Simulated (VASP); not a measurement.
W: single point with LDA

The system is W.

```
CELL_PARAMETERS angstrom
0.00000 2.24788 1.65062
2.24788 0.00000 1.65062
2.24788 2.24788 0.00000
ATOMIC_POSITIONS crystal
W 0.00000 0.00000 0.00000
```

```yaml
Program: VASP 6.6.1
Task: single point
Functional: LDA
Potentials_or_basis: VASP PAW LDA potentials, release 64 (W_sv)
Cutoff: 520 eV
k_mesh: 22 × 22 × 22
Occupations: gaussian, width 0.15 eV
Spin: no spin polarisation
Dipole_correction: no
Further_INCAR_settings: ALGO = Fast; EDIFF = 1e-06; NBANDS = 13
```

```yaml
Pressure: -20.9 GPa
Band_gap_on_the_k_mesh: zero (bands 7 and 8 overlap by 5.65 eV)
```

Stress tensor (GPa, compression positive):
```
-17.64   0.00   0.00
  0.00 -17.64   0.00
  0.00   0.00 -27.49
```

Levels at points of the mesh, in eV from the Fermi level:
| k point | band 4 | band 5 | band 6 | band 7 | band 8 | band 9 | band 10 | band 11 |
| --- | --- | --- | --- | --- | --- | --- | --- | --- |
| (0.00, 0.00, 0.00) | -37.68 | -9.26 | -1.30 | -1.30 | -0.85 | 1.75 | 2.35 | 14.03 |
| (0.50, 0.00, 0.00) | -37.68 | -5.93 | -3.17 | 0.59 | 1.65 | 2.85 | 5.64 | 10.18 |
| (0.50, 0.50, 0.00) | -38.43 | -5.49 | -5.39 | 4.69 | 4.85 | 4.85 | 7.30 | 8.30 |
| (0.50, 0.00, 0.50) | -37.71 | -5.91 | -3.64 | 0.87 | 2.35 | 3.06 | 5.76 | 10.47 |

Run time: 100 s on 1 thread of Intel Xeon 8259CL, with other jobs on the host, peak memory 0.28 GiB.

Caveat: the stress differs along the axes, from -27 to -18 GPa; spin-orbit coupling is left out, which moves the levels of the heavy elements.
